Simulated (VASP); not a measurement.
# PtW2 (Fd-3m) in VASP: relaxation of cell and atoms with PBE

Aim: the relaxation of cell and atoms of PtW2 with PBE.

All numbers are computed with VASP 6.6.1; they aren't measurements. Logs are shortened: lines on timing, memory, paths and dates and some standing lists are left out, and cuts for length are marked.

## 1. The cell of the first run

It takes space group Fd-3m (No. 227, cubic). Conventional cell: a = 7.251 Å, b = 7.251 Å, c = 7.251 Å, α = 90.00°, β = 90.00°, γ = 90.00°. Pt (site symmetry -43m) has 12 W at 3.01 Å and 4 Pt at 3.14 Å within 4.0 Å. Within 3.4 Å of W (site symmetry -3m) lie 6 W at 2.56 Å and 6 Pt at 3.01 Å.

## 2. Relaxation of cell and atoms, PBE

The input, INCAR:

```
PREC = Accurate
ENCUT = 570
EDIFF = 1E-7
ISMEAR = 0
SIGMA = 0.1
LREAL = F
LASPH = T
NELM = 120
ALGO = Normal
ISIF = 3
LWAVE = F
LCHARG = F
GGA = PE
IBRION = 2
NSW = 90
EDIFFG = -0.04
GGA_COMPAT = F
NELMIN = 4
```

The input, KPOINTS:

```
Automatic mesh
0
Gamma
  4 4 4
```

The input, POSCAR:

```
PtW2
1.0
    0.0000000000      3.6253761436      3.6253761436
    3.6253761436      0.0000000000      3.6253761436
    3.6253761436      3.6253761436      0.0000000000
Pt W
2 4
Direct
    0.0000000000      0.0000000000      0.0000000000
    0.2500000000      0.2500000000      0.2500000000
    0.6250000000      0.6250000000      0.6250000000
    0.1250000000      0.6250000000      0.6250000000
    0.6250000000      0.6250000000      0.1250000000
    0.6250000000      0.1250000000      0.6250000000
```

Potentials or basis: VASP PAW PBE potentials, release 64 (Pt_sv_GW, W_sv).

Launch:

```console
cat potpaw_PBE.64/Pt_sv_GW/POTCAR potpaw_PBE.64/W_sv/POTCAR > POTCAR
mpirun -np 1 vasp_std > vasp.out
```

OUTCAR:

```text
PREC = Accurate
   ENCUT = 570
   EDIFF = 1E-7
   ISMEAR = 0
   LREAL = F
   LASPH = T
   NELM = 120
   ISIF = 3
   GGA = PE
   IBRION = 2
   NSW = 90
   EDIFFG = -0.04
   NELMIN = 4

 ion  position               nearest neighbor table
   1  0.000  0.000  0.000-   3 3.01   5 3.01   6 3.01   3 3.01   4 3.01   5 3.01   3 3.01   4 3.01
                             6 3.01   4 3.01   5 3.01   6 3.01   2 3.14   2 3.14   2 3.14   2 3.14
   2  0.250  0.250  0.250-   4 3.01   5 3.01   6 3.01   3 3.01   4 3.01   6 3.01   3 3.01   4 3.01
                             5 3.01   3 3.01   5 3.01   6 3.01   1 3.14   1 3.14   1 3.14   1 3.14
   3  0.625  0.625  0.625-   4 2.56   5 2.56   6 2.56   5 2.56   6 2.56   4 2.56   1 3.01   2 3.01
                             1 3.01   2 3.01   1 3.01   2 3.01
   4  0.125  0.625  0.625-   3 2.56   5 2.56   6 2.56   3 2.56   5 2.56   6 2.56   2 3.01   1 3.01
                             1 3.01   2 3.01   2 3.01   1 3.01
   5  0.625  0.625  0.125-   3 2.56   3 2.56   4 2.56   6 2.56   6 2.56   4 2.56   1 3.01   2 3.01
                             1 3.01   2 3.01   1 3.01   2 3.01
   6  0.625  0.125  0.625-   3 2.56   5 2.56   3 2.56   4 2.56   5 2.56   4 2.56   2 3.01   1 3.01
                             2 3.01   2 3.01   1 3.01   1 3.01

  LATTYP: Found a face centered cubic cell.
 ALAT       =     7.2507522872

  Lattice vectors:

 A1 = (   0.0000000000,   3.6253761436,   3.6253761436)
 A2 = (   3.6253761436,   0.0000000000,   3.6253761436)
 A3 = (   3.6253761436,   3.6253761436,   0.0000000000)

Analysis of symmetry for initial positions (statically):
=====================================================================
 Subroutine PRICEL returns:
 Original cell was already a primitive cell.

 Routine SETGRP: Setting up the symmetry group for a
 face centered cubic supercell.

 Subroutine GETGRP returns: Found 48 space group operations
 (whereof 24 operations were pure point group operations)
 out of a pool of 48 trial point group operations.

The static configuration has the point symmetry T_d .
 The point group associated with its full space group is O_h .

Analysis of symmetry for dynamics (positions and initial velocities):
=====================================================================
 Subroutine PRICEL returns:
 Original cell was already a primitive cell.

 Routine SETGRP: Setting up the symmetry group for a
 face centered cubic supercell.

 Subroutine GETGRP returns: Found 48 space group operations
 (whereof 24 operations were pure point group operations)
 out of a pool of 48 trial point group operations.

The dynamic configuration has the point symmetry T_d .
 The point group associated with its full space group is O_h .

[... 96 lines left out ...]
   ISYM   =      2    0-nonsym 1-usesym 2-fastsym
   POTIM  = 0.5000    time-step for ionic-motion
   TEBEG  =    0.0;   TEEND  =   0.0 temperature during run
   PSTRESS=    0.0 pullay stress
   NELECT =      92.0000    total number of electrons
   NUPDOWN=      -1.0000    fix difference up-down
   EMIN   =  10.00;   EMAX   =-10.00  energy-range for DOS
   EFERMI =   0.00;   METHOD = LEGACY
   ISMEAR =     0;   SIGMA  =   0.10  broadening in eV -4-tet -1-fermi 0-gaus
   EFERMI_NEDOS =   21; number of points for ismear=-14 and -15
   IALGO  =     38    algorithm
   IMIX   =      4    mixing-type and parameters
     AMIX     =   0.40;   BMIX     =  1.00
     AMIX_MAG =   1.60;   BMIX_MAG =  1.00
  volume/ion in A,a.u.               =      15.88       107.19
  Fermi-wavevector in a.u.,A,eV,Ry     =   1.617985  3.057547 35.618338  2.617874
  Thomas-Fermi vector in A             =   2.712321
   LORBIT       =      0    0 simple, 1 ext, 2 COOP (PROOUT), +10 PAW based schemes
   GGA     = PE    functional components
   LHFCALC =     F    Hartree Fock is set to
   AEXX    =    0.0000 exact exchange contribution
   IVDW    =     0    specifies the selected vdW correction
   LEPSILON=     F    determine dielectric tensor
   LRPA    =     F    only Hartree local field effects (RPA)
 conjugate gradient relaxation of ions
 non-spin polarized calculation
 Gauss-broadening in eV      SIGMA  =   0.10
  energy-cutoff  :      570.00
  volume of cell :       95.30
 maximum number of plane-waves:      2954
   NGX = 19   NGY = 19   NGZ = 19

--------------------------------------- Ionic step        1  -------------------------------------------

 number of electron      91.9999998 magnetization

 Free energy of the ion-electron system (eV)
  ---------------------------------------------------
  ext. energy  EPLUGINS =         0.00000000
  ---------------------------------------------------
  free energy    TOTEN  =       -61.35373188 eV

  energy without entropy =      -61.32296263  energy(sigma->0) =      -61.33834725

------------------------ aborting loop because EDIFF is reached ----------------------------------------

  FORCE on cell =-STRESS in cart. coord.  units (eV):
  Direction    XX          YY          ZZ          XY          YZ          ZX
  --------------------------------------------------------------------------------------
  -------------------------------------------------------------------------------------
  Total        8.9639615      8.9639615      8.9639615      0.0000000      0.0000000      0.0000000
  in kB      150.7028110    150.7028110    150.7028110      0.0000000      0.0000000      0.0000000
  external PRESSURE =     150.7028110 kB  Pullay stress =       0.0000000 kB
[... 27 lines left out ...]
--------------------------------------- Ionic step        2  -------------------------------------------

 number of electron      92.0000010 magnetization

 E-fermi :   8.0798     XC(G=0): -12.3975

 val. band max:        8.0751789527   @ k =   0.5000   0.5000   0.0000
 cond. band min:       8.1125700661   @ k =  -0.2500   0.2500   0.0000
 fundamental gap:      0.0373911134
 Fermi energy:         8.0797623351

 k-point     1 :       0.0000    0.0000    0.0000
  band No.  band energies     occupation
      1     -90.1652      2.00000
      2     -90.1651      2.00000
      3     -66.2083      2.00000
      4     -66.0975      2.00000
      5     -66.0975      2.00000
      6     -66.0975      2.00000
[... 532 lines left out ...]
--------------------------------------- Ionic step        4  -------------------------------------------

 number of electron      92.0000006 magnetization

 Free energy of the ion-electron system (eV)
  ---------------------------------------------------
  ext. energy  EPLUGINS =         0.00000000
  ---------------------------------------------------
  free energy    TOTEN  =       -61.58634799 eV

  energy without entropy =      -61.55422390  energy(sigma->0) =      -61.57028594

 E-fermi :  10.2372     XC(G=0): -13.2816

 val. band max:       10.1998412228   @ k =   0.5000   0.5000   0.0000
 cond. band min:      10.2976349580   @ k =   0.5000   0.2500   0.0000
 fundamental gap:      0.0977937352
 Fermi energy:        10.2372078528

 k-point     1 :       0.0000    0.0000    0.0000
  band No.  band energies     occupation
      1     -88.5266      2.00000
      2     -88.5253      2.00000
      3     -63.8870      2.00000
      4     -63.6726      2.00000
      5     -63.6726      2.00000
      6     -63.6726      2.00000
[... 486 lines left out ...]
  FREE ENERGIE OF THE ION-ELECTRON SYSTEM (eV)
  ---------------------------------------------------
  free  energy   TOTEN  =       -61.5863479862 eV

  energy  without entropy=      -61.5542238999  energy(sigma->0) =      -61.57028594

 reached required accuracy - stopping structural energy minimisation
```

OSZICAR:

```text
N       E                     dE             d eps       ncg     rms          rms(c)
DAV:   1     0.151264397852E+04    0.15126E+04   -0.57778E+04   880   0.209E+03
DAV:   2     0.563696028513E+02   -0.14563E+04   -0.14271E+04   888   0.706E+02
[... 59 lines left out ...]
DAV:   6    -0.615863447223E+02   -0.20381E-04   -0.20025E-04  1154   0.727E-02    0.343E-02
DAV:   7    -0.615863465335E+02   -0.18112E-05   -0.56533E-05   987   0.456E-02    0.362E-02
DAV:   8    -0.615863476402E+02   -0.11067E-05   -0.69339E-06   942   0.107E-02    0.220E-02
DAV:   9    -0.615863481035E+02   -0.46337E-06   -0.14581E-06  1013   0.586E-03    0.204E-03
DAV:  10    -0.615863479653E+02    0.13822E-06   -0.27936E-07   642   0.330E-03    0.743E-03
DAV:  11    -0.615863479862E+02   -0.20849E-07   -0.36111E-08   440   0.845E-04
   4 F= -.61586348E+02 E0= -.61570286E+02  d E =-.232616E+00
```

CONTCAR:

```text
PtW2
   1.00000000000000
     0.0000000000000000    3.6903536046092182    3.6903536046092182
     3.6903536046092182    0.0000000000000000    3.6903536046092182
     3.6903536046092182    3.6903536046092182   -0.0000000000000000
  Pt              W
     2     4
Direct
     0.0000000000000000    0.0000000000000000    0.0000000000000000
     0.2500000000000000    0.2500000000000000    0.2500000000000000
     0.6250000000000000    0.6250000000000000    0.6250000000000000
     0.1250000000000000    0.6250000000000000    0.6250000000000000
     0.6250000000000000    0.6250000000000000    0.1250000000000000
     0.6250000000000000    0.1250000000000000    0.6250000000000000

  0.00000000E+00  0.00000000E+00  0.00000000E+00
  0.00000000E+00  0.00000000E+00  0.00000000E+00
  0.00000000E+00  0.00000000E+00  0.00000000E+00
  0.00000000E+00  0.00000000E+00  0.00000000E+00
  0.00000000E+00  0.00000000E+00  0.00000000E+00
  0.00000000E+00  0.00000000E+00  0.00000000E+00
```

Wall time 4.3 min (1 thread of Intel Xeon Platinum 8259CL at 2.50GHz (Skylake/Cascade Lake), shared host); peak memory 0.26 GiB.

What came out:

```
Free energy                           : -61.5863 eV
Relaxed volume                        : 16.75 Å³/atom
Relaxed cell                          : a = 5.219 Å, b = 5.219 Å, c = 5.219 Å, α = 60.00°, β = 60.00°, γ = 60.00°
Space group after relaxing (to 0.1 Å) : Fd-3m (No. 227)
Energy gained by relaxing             : 38.8 meV/atom
Ionic steps                           : 4
Pressure after relaxing               : -0.1 GPa
Band gap on the k mesh                : zero (bands 46 and 47 overlap by 2.51 eV)
```

The path:
```tsv
step	energy change (eV)	largest force (eV/Å)	pressure (GPa)	volume (Å³)
1	0.0000	0.0000	15.07	95.30
2	1.4481	0.0000	-27.44	117.43
3	-0.2317	0.0000	-0.84	100.83
4	-0.2326	0.0000	-0.06	100.52
```

Final structure:
```
Pt W
1.0
     0.00000    3.69035    3.69035
     3.69035    0.00000    3.69035
     3.69035    3.69035    0.00000
Pt W
2 4
Direct
  0.00000 0.00000 0.00000
  0.25000 0.25000 0.25000
  0.62500 0.62500 0.62500
  0.12500 0.62500 0.62500
  0.62500 0.62500 0.12500
  0.62500 0.12500 0.62500
```

Caveat: the k points lie up to 0.37 Å⁻¹ apart in the final cell, too coarse for converged energies and pressures of a metal; spin-orbit coupling is left out, which moves the levels of the heavy elements.

The gap in the log of VASP goes by the Fermi energy; the results here count the filled bands.